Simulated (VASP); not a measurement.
The system is C3O.

```
C O
1.0
     3.21567   -1.15972    0.00000
     3.21567    1.15972    0.00000
    -0.38703    0.00000   10.78552
C O
6 2
Direct
  0.53754 0.53754 0.32432
  0.34927 0.34927 0.87519
  0.00749 0.00749 0.24636
  0.39524 0.39524 0.75434
  0.52050 0.52050 0.16418
  0.42022 0.42022 0.63088
  0.82432 0.82432 0.94286
  0.93446 0.93446 0.56187
```

| Quantity | Value |
| --- | --- |
| Program | VASP 6.6.1 |
| Task | relaxation of cell and atoms |
| Functional | PBE |
| Dispersion | D3(BJ) |
| Potentials or basis | VASP PAW PBE potentials, release 64 (C, O) |
| Cutoff | 600 eV |
| k mesh | 8 × 8 × 2 |
| Occupations | gaussian, width 0.1 eV |
| Spin | no spin polarisation |

At the start: pressure 1.4 GPa; volume 10.06 Å³/atom.

Problem. Where does the relaxation end?

Solution. Over 73 steps the energy falls by 10.8 meV/atom and the volume is 10.91 Å³/atom (+8.5 %); space group Cm (No. 8, to 0.1 Å) before and after.

The path:
```tsv
step	energy change (eV)	largest force (eV/Å)	pressure (GPa)	volume (Å³)
1	0.0000	0.2977	1.41	80.44
3	-0.0102	0.3833	-0.65	81.47
5	-0.0252	0.4008	0.41	82.39
7	-0.0383	0.5666	0.94	83.31
9	-0.0465	0.3316	0.63	84.40
11	-0.0526	0.2917	0.15	85.18
13	-0.0592	0.2033	0.12	85.97
15	-0.0622	0.2295	0.35	86.34
17	-0.0639	0.1896	0.18	86.69
19	-0.0667	0.1467	-0.44	87.35
21	-0.0681	0.1234	0.26	87.43
23	-0.0688	0.1820	0.38	87.60
25	-0.0705	0.1047	-0.03	88.04
27	-0.0708	0.1577	-0.29	88.36
29	-0.0729	0.2244	-0.36	88.94
31	-0.0750	0.1759	-0.13	89.23
33	-0.0755	0.2136	0.07	89.45
35	-0.0768	0.1543	0.08	89.76
37	-0.0776	0.0898	-0.16	89.98
39	-0.0784	0.0825	-0.19	90.05
41	-0.0787	0.1760	-0.13	89.99
43	-0.0795	0.1507	-0.08	89.86
45	-0.0801	0.1267	0.14	89.27
47	-0.0812	0.0702	0.00	89.41
49	-0.0818	0.1089	-0.11	89.21
51	-0.0821	0.0795	-0.09	89.13
53	-0.0824	0.0493	-0.02	89.03
55	-0.0825	0.0414	-0.04	89.00
57	-0.0829	0.0797	-0.12	88.86
59	-0.0832	0.1025	0.00	88.70
61	-0.0834	0.0924	0.05	88.59
63	-0.0838	0.1194	-0.01	88.41
65	-0.0844	0.0862	-0.03	88.29
67	-0.0852	0.1630	-0.11	87.73
69	-0.0856	0.1040	-0.06	87.73
71	-0.0861	0.0789	0.08	87.43
73	-0.0864	0.0380	0.08	87.31
```

Final structure:
```
CELL_PARAMETERS angstrom
3.41117 -1.15816 -0.21034
3.41117 1.15816 -0.21034
-1.12410 0.00000 11.11992
ATOMIC_POSITIONS crystal
C 0.56844 0.56844 0.32830
C 0.33480 0.33480 0.86384
C 0.01506 0.01506 0.25093
C 0.37785 0.37785 0.75006
C 0.52660 0.52660 0.17290
C 0.41676 0.41676 0.63531
O 0.81111 0.81111 0.92748
O 0.93842 0.93842 0.57119
```
